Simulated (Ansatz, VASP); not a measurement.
## Re in VASP and in Ansatz

Contents of INCAR:

```
ALGO = Normal
EDIFF = 1E-7
EDIFFG = -0.01
ENCUT = 600
GGA = PE
IBRION = 2
ISIF = 3
ISMEAR = -1
LASPH = T
LCHARG = F
LREAL = F
LWAVE = F
NELM = 60
NSW = 60
PREC = Accurate
SIGMA = 0.05
```

KPOINTS

```
k-points
0
Gamma
  11 11 3
```

Contents of POSCAR:

```
Re
1.0
    2.7663873939      0.0000000000      0.0000000000
   -1.3831936969      2.3957617598      0.0000000000
    0.0000000000      0.0000000000      8.9388451600
Re
4
Direct
    0.6666666667      0.3333333333      0.7500000000
    0.0000000000      0.0000000000      0.5000000000
    0.3333333333      0.6666666667      0.2500000000
    0.0000000000      0.0000000000      0.0000000000
```

File input.yaml:

```yaml
crystal:
  lattice:
    - [2.7663873939, 0.0, 0.0]
    - [-1.3831936969, 2.3957617598, 0.0]
    - [0.0, 0.0, 8.93884516]
  atoms:
    - { symbol: Re, position: [0.6666666667, 0.3333333333, 0.75] }
    - { symbol: Re, position: [0.0, 0.0, 0.5] }
    - { symbol: Re, position: [0.3333333333, 0.6666666667, 0.25] }
    - { symbol: Re, position: [0.0, 0.0, 0.0] }
hamiltonian:
  xc: pbe
  pseudopotentials: { kind: paw }
kpoints:
  mp_grid: { grid: [11, 11, 3] }
scf:
  occupations: { method: fermi_dirac, width: 0.05 }
output:
  forces: true
  stress: true
  write_density: true
  write_potential: true
  elf: true
  volumetric_format: npy
relax:
  f_tol: 0.01
  max_steps: 40
  cell: { stress_tol: 0.05 }
```

Alike in both runs: task relaxation of cell and atoms; functional PBE; k mesh 11 × 11 × 3; occupations fermi-dirac, width 0.05 eV; no spin polarisation.

|  | VASP | Ansatz |
| --- | --- | --- |
| version | VASP 6.6.1 | Ansatz 0.2.0 |
| potentials or method | VASP PAW PBE potentials, release 64 (Re) | Ansatz PAW |
| plane-wave cutoff (eV) | 600 | 420 |
| valence electrons in the cell | 28 | 60 |

```tsv
	VASP	Ansatz	Ansatz less VASP
gap on the k mesh at the Fermi level, each at its own relaxed structure (eV)	none	none	-
relaxed volume (Å³/atom)	14.93	14.94	+0.018
relaxed cell length with the largest relative difference (Å)	2.772	2.774	+0.0013
```

A gap of «none» marks a metal or a gap that the smearing closes. VASP's potentials hold 28 valence electrons a cell and Ansatz's 60, so a difference there can come from the potentials and not from the codes.

Spin-orbit coupling is off throughout. Noted on VASP's run: too few bands were computed for a metal, which touches its energy and stress. Noted on Ansatz's run: the plane-wave basis is chosen anew once the cell has moved, so the energies of steps on either side of that aren't comparable.
